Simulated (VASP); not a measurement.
# TiCrC4N4 (P-43m) in VASP: further runs, part 2 of 2

VASP 6.6.1. The steps go on from the part before.

### 3 Single point, PBE, collinear spin, ferromagnetic start

This run uses another cell than the first one, of 21.98 Å³/atom.

File INCAR:

```
SYSTEM = TiCrC4N4
ALGO     = Normal         ! electronic algorithm
EDIFF    = 1E-6           ! SCF threshold, eV
ENCUT    = 520            ! plane-wave cutoff, eV
GGA      = PE             ! functional
ISIF     = 2              ! what is computed and relaxed
ISMEAR   = 0              ! smearing method
ISPIN    = 2              ! spin polarisation
LASPH    = .True.         ! aspherical terms in the spheres
LCHARG   = .False.        ! write CHGCAR
LMAXMIX  = 4              ! l up to which the mixer works
LORBIT   = 11             ! projections on sites
LREAL    = .False.        ! projectors in reciprocal space
LWAVE    = .False.        ! write WAVECAR
MAGMOM   = 1 3 0 0 0 0 0 0 0 0 ! initial moments
NBANDS   = 45             ! bands
NELM     = 150            ! most SCF steps
PREC     = Accurate       ! precision mode
SIGMA    = 0.1            ! smearing width, eV
```

File KPOINTS:

```
k-points
0
Gamma
  4 4 4
  0 0 0
```

File POSCAR:

```
TiCrC4N4
1.0
    6.0353504224      0.0000000000      0.0000000000
    0.0000000000      6.0353504224      0.0000000000
    0.0000000000      0.0000000000      6.0353504224
Ti Cr C N
1 1 4 4
Direct
    0.0000000000      0.0000000000      0.0000000000
    0.5000000000      0.5000000000      0.5000000000
    0.2003775561      0.2003775561      0.2003775561
    0.2003775561      0.7996224439      0.7996224439
    0.7996224439      0.2003775561      0.7996224439
    0.7996224439      0.7996224439      0.2003775561
    0.3133837711      0.3133837711      0.3133837711
    0.3133837711      0.6866162289      0.6866162289
    0.6866162289      0.3133837711      0.6866162289
    0.6866162289      0.6866162289      0.3133837711
```

Potentials or basis: VASP PAW PBE potentials, release 64 (Ti_sv, Cr_pv, C, N).

Launch:

```bash
$ cat potpaw_PBE.64/Ti_sv/POTCAR potpaw_PBE.64/Cr_pv/POTCAR potpaw_PBE.64/C/POTCAR potpaw_PBE.64/N/POTCAR > POTCAR
$ mpirun -np 1 vasp_std > vasp.out
```

OUTCAR:

```text
SYSTEM = TiCrC4N4
   EDIFF = 1E-6
   ENCUT = 520
   GGA = PE
   ISIF = 2
   ISMEAR = 0
   ISPIN = 2
   LASPH = .True.
   LORBIT = 11
   LREAL = .False.
   NELM = 150
   PREC = Accurate

 ion  position               nearest neighbor table
   1  0.000  0.000  0.000-   3 2.09   4 2.09   5 2.09   6 2.09
   2  0.500  0.500  0.500-   7 1.95   8 1.95   9 1.95  10 1.95
   3  0.200  0.200  0.200-   7 1.18   1 2.09
   4  0.200  0.800  0.800-   8 1.18   1 2.09
   5  0.800  0.200  0.800-   9 1.18   1 2.09
   6  0.800  0.800  0.200-  10 1.18   1 2.09
   7  0.313  0.313  0.313-   3 1.18   2 1.95
   8  0.313  0.687  0.687-   4 1.18   2 1.95
   9  0.687  0.313  0.687-   5 1.18   2 1.95
  10  0.687  0.687  0.313-   6 1.18   2 1.95

  LATTYP: Found a simple cubic cell.
 ALAT       =     6.0353504224

  Lattice vectors:

 A1 = (   6.0353504224,   0.0000000000,   0.0000000000)
 A2 = (   0.0000000000,   6.0353504224,   0.0000000000)
 A3 = (   0.0000000000,   0.0000000000,   6.0353504224)

Analysis of symmetry for initial positions (statically):
=====================================================================
 Subroutine PRICEL returns:
 Original cell was already a primitive cell.

 Routine SETGRP: Setting up the symmetry group for a
 simple cubic supercell.

 Subroutine GETGRP returns: Found 24 space group operations
 (whereof 24 operations were pure point group operations)
 out of a pool of 48 trial point group operations.

The static configuration has the point symmetry T_d .

Analysis of symmetry for dynamics (positions and initial velocities):
=====================================================================
 Subroutine PRICEL returns:
 Original cell was already a primitive cell.

 Routine SETGRP: Setting up the symmetry group for a
 simple cubic supercell.

 Subroutine GETGRP returns: Found 24 space group operations
 (whereof 24 operations were pure point group operations)
 out of a pool of 48 trial point group operations.

The dynamic configuration has the point symmetry T_d .

Analysis of structural, dynamic, and magnetic symmetry:
=====================================================================
 Subroutine PRICEL returns:
 Original cell was already a primitive cell.

 Routine SETGRP: Setting up the symmetry group for a
 simple cubic supercell.

 Subroutine GETGRP returns: Found 24 space group operations
 (whereof 24 operations were pure point group operations)
 out of a pool of 48 trial point group operations.

The overall configuration has the point symmetry T_d .

 Subroutine INISYM returns: Found 24 space group operations
 (whereof 24 operations are pure point group operations),
 and found     1 'primitive' translations

----------------------------------------------------------------------------------------

                                     Primitive cell

  volume of cell :     219.8404

  direct lattice vectors                    reciprocal lattice vectors
     6.035350422  0.000000000  0.000000000     0.165690462  0.000000000  0.000000000
     0.000000000  6.035350422  0.000000000     0.000000000  0.165690462  0.000000000
     0.000000000  0.000000000  6.035350422     0.000000000  0.000000000  0.165690462

  length of vectors
[... 102 lines left out ...]
     AMIX     =   0.40;   BMIX     =  1.00
     AMIX_MAG =   1.60;   BMIX_MAG =  1.00
  volume/ion in A,a.u.               =      21.98       148.36
  Fermi-wavevector in a.u.,A,eV,Ry     =   1.061914  2.006727 15.342769  1.127662
  Thomas-Fermi vector in A             =   2.197347
   LORBIT       =     11    0 simple, 1 ext, 2 COOP (PROOUT), +10 PAW based schemes
   GGA     = PE    functional components
   LHFCALC =     F    Hartree Fock is set to
   AEXX    =    0.0000 exact exchange contribution
   IVDW    =     0    specifies the selected vdW correction
   LEPSILON=     F    determine dielectric tensor
   LRPA    =     F    only Hartree local field effects (RPA)
 spin polarized calculation
 Gauss-broadening in eV      SIGMA  =   0.10
  energy-cutoff  :      520.00
  volume of cell :      219.84
 maximum number of plane-waves:      5940
 NGX is ok and might be reduce to    48
   NGX = 23   NGY = 23   NGZ = 23

 number of electron      60.0000000 magnetization       2.1653600

 Free energy of the ion-electron system (eV)
  ---------------------------------------------------
  ext. energy  EPLUGINS =         0.00000000
  ---------------------------------------------------
  free energy    TOTEN  =       -84.05601690 eV

  energy without entropy =      -84.03400727  energy(sigma->0) =      -84.04501208

 E-fermi :   0.0775     XC(G=0):  -6.9859

 val. band max:        0.0384108275   @ k =   0.2500   0.0000   0.0000
 cond. band min:       0.0993005776   @ k =   0.5000   0.5000   0.0000
 fundamental gap:      0.0608897501
 Fermi energy:         0.0774873338

 spin component 1

 k-point     1 :       0.0000    0.0000    0.0000
  band No.  band energies     occupation
      1     -57.5734      1.00000
      2     -43.8295      1.00000
      3     -43.8295      1.00000
      4     -43.8295      1.00000
      5     -33.8409      1.00000
      6     -33.8409      1.00000
[... 439 lines left out ...]
     41       4.6029      0.00000
     42       4.6029      0.00000
 Fermi energy:         0.0774873338

 spin component 2

 k-point     1 :       0.0000    0.0000    0.0000
  band No.  band energies     occupation
      1     -56.9085      1.00000
      2     -42.9481      1.00000
      3     -42.9481      1.00000
      4     -42.9481      1.00000
      5     -33.1731      1.00000
      6     -33.1731      1.00000
[... 439 lines left out ...]
     41       4.8615      0.00000
     42       4.8615      0.00000
 [bands above 42 left out]

------------------------ aborting loop because EDIFF is reached ----------------------------------------

  FORCE on cell =-STRESS in cart. coord.  units (eV):
  Direction    XX          YY          ZZ          XY          YZ          ZX
  --------------------------------------------------------------------------------------
  -------------------------------------------------------------------------------------
  Total       -2.9048043     -2.9048043     -2.9048043      0.0000000     -0.0000000      0.0000000
  in kB      -21.1699576    -21.1699576    -21.1699576      0.0000000     -0.0000000      0.0000000
  external PRESSURE =     -21.1699576 kB  Pullay stress =       0.0000000 kB

 VOLUME and BASIS-vectors are now :
 -----------------------------------------------------------------------------
  energy-cutoff  :      520.00
  volume of cell :      219.84
      direct lattice vectors                 reciprocal lattice vectors
     6.035350422  0.000000000  0.000000000     0.165690462  0.000000000  0.000000000
     0.000000000  6.035350422  0.000000000     0.000000000  0.165690462  0.000000000
     0.000000000  0.000000000  6.035350422     0.000000000  0.000000000  0.165690462

 POSITION                                       TOTAL-FORCE (eV/Angst)
 -----------------------------------------------------------------------------------
      0.00000      0.00000      0.00000        -0.000000     -0.000000     -0.000000
      3.01768      3.01768      3.01768        -0.000000     -0.000000     -0.000000
      1.20935      1.20935      1.20935        -0.480989     -0.480989     -0.480989
      1.20935      4.82600      4.82600        -0.480989      0.480989      0.480989
      4.82600      1.20935      4.82600         0.480989     -0.480989      0.480989
      4.82600      4.82600      1.20935         0.480989      0.480989     -0.480989
      1.89138      1.89138      1.89138         1.127261      1.127261      1.127261
      1.89138      4.14397      4.14397         1.127261     -1.127261     -1.127261
      4.14397      1.89138      4.14397        -1.127261      1.127261     -1.127261
      4.14397      4.14397      1.89138        -1.127261     -1.127261      1.127261
 -----------------------------------------------------------------------------------
    total drift:                                0.000000      0.000000     -0.000000

  FREE ENERGIE OF THE ION-ELECTRON SYSTEM (eV)
  ---------------------------------------------------
  free  energy   TOTEN  =       -84.0560168979 eV

  energy  without entropy=      -84.0340072704  energy(sigma->0) =      -84.04501208

 total charge

# of ion       s       p       d       tot
------------------------------------------
    1        2.207   6.158   1.878  10.243
    2        0.294   6.302   4.131  10.728
    3        0.959   1.624   0.000   2.582
    4        0.959   1.624   0.000   2.582
    5        0.959   1.624   0.000   2.582
    6        0.959   1.624   0.000   2.582
    7        1.298   2.580   0.000   3.878
    8        1.298   2.580   0.000   3.878
    9        1.298   2.580   0.000   3.878
   10        1.298   2.580   0.000   3.878
--------------------------------------------------
tot         11.530  29.274   6.009  46.813

 magnetization (x)

# of ion       s       p       d       tot
------------------------------------------
    1        0.006   0.009   0.677   0.692
    2        0.005   0.033   0.804   0.842
    3       -0.002   0.021   0.000   0.019
    4       -0.002   0.021   0.000   0.019
    5       -0.002   0.021   0.000   0.019
    6       -0.002   0.021   0.000   0.019
    7       -0.001   0.008   0.000   0.007
    8       -0.001   0.008   0.000   0.007
    9       -0.001   0.008   0.000   0.007
   10       -0.001   0.008   0.000   0.007
--------------------------------------------------
tot          0.000   0.157   1.480   1.638
```

Run time: 8.4 min. Hardware: 1 thread of AMD EPYC 7R13, shared host; peak memory 0.46 GiB.

Results:

* Free energy: -84.0560 eV
* Pressure: -2.1 GPa
* Largest force: 1.952 eV/Å
* Net moment: 2.17 μB per cell
* Site moments: Ti +0.69; Cr +0.84; C +0.02; N +0.01 μB
* Valence electrons inside the program's atomic spheres: Ti 10.24; Cr 10.73; C 2.58; N 3.88

Forces on the atoms (eV/Å):
```
Ti   0.000  0.000  0.000
Cr   0.000  0.000  0.000
C   -0.481 -0.481 -0.481
C   -0.481  0.481  0.481
C    0.481 -0.481  0.481
C    0.481  0.481 -0.481
N    1.127  1.127  1.127
N    1.127 -1.127 -1.127
N   -1.127  1.127 -1.127
N   -1.127 -1.127  1.127
```

Caveat: a cell with one magnetic atom can't hold antiferromagnetic order, which such compounds often take; forces of over 1 eV/Å act on the atoms, so gaps and moduli don't describe the material at rest. With open d or f shells a metallic result of PBE can be an artefact of self-interaction; +U or a hybrid may open a gap.
